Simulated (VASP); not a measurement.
Wanted: the native input for a VASP 6.6.1 run.

```
Task                   : single point
Functional             : LDA
Potentials or basis    : VASP PAW LDA potentials, release 64 (Ta_sv_GW)
Cutoff                 : 500 eV
k mesh                 : 14 × 14 × 14
Occupations            : fermi-dirac, width 1 eV
Spin                   : no spin polarisation
Dipole correction      : no
Further INCAR settings : ALGO = Normal; EDIFF = 1e-06; NBANDS = 12
```

The structure of Ta lies in POSCAR:

```
Ta
1.0
   -1.6276710318      1.6276710318      1.6276710318
    1.6276710318     -1.6276710318      1.6276710318
    1.6276710318      1.6276710318     -1.6276710318
Ta
1
Direct
    0.0000000000      0.0000000000      0.0000000000
```

The input as run:

INCAR

```
PREC = Accurate ; ENCUT = 500
EDIFF = 1E-6 ; ISMEAR = -1
SIGMA = 1.0 ; LREAL = F
LASPH = T ; NELM = 120
ALGO = Normal ; ISIF = 2
LWAVE = F ; LCHARG = F
GGA = CA ; NBANDS = 12
GGA_COMPAT = F
```

KPOINTS

```
Automatic mesh
0
Gamma
  14 14 14
```

Potentials or basis: VASP PAW LDA potentials, release 64 (Ta_sv_GW).

Launch:

```sh
$ cat potpaw_LDA.64/Ta_sv_GW/POTCAR > POTCAR
$ mpirun -np 1 vasp_std > vasp.out
```

Results of the run:

```yaml
Pressure: 13.3 GPa
Band_gap_on_the_k_mesh: zero (an odd number of electrons rules out a gap without spin polarisation)
```

Caveat: the cell stands under pressure; so wide a smearing shifts energies and pressures; spin-orbit coupling is left out, which moves the levels of the heavy elements.

Run time: 12 s on 1 thread of Intel(R) Xeon(R) Platinum 8488C (Sapphire Rapids), on a shared host, peak memory 0.14 GiB.
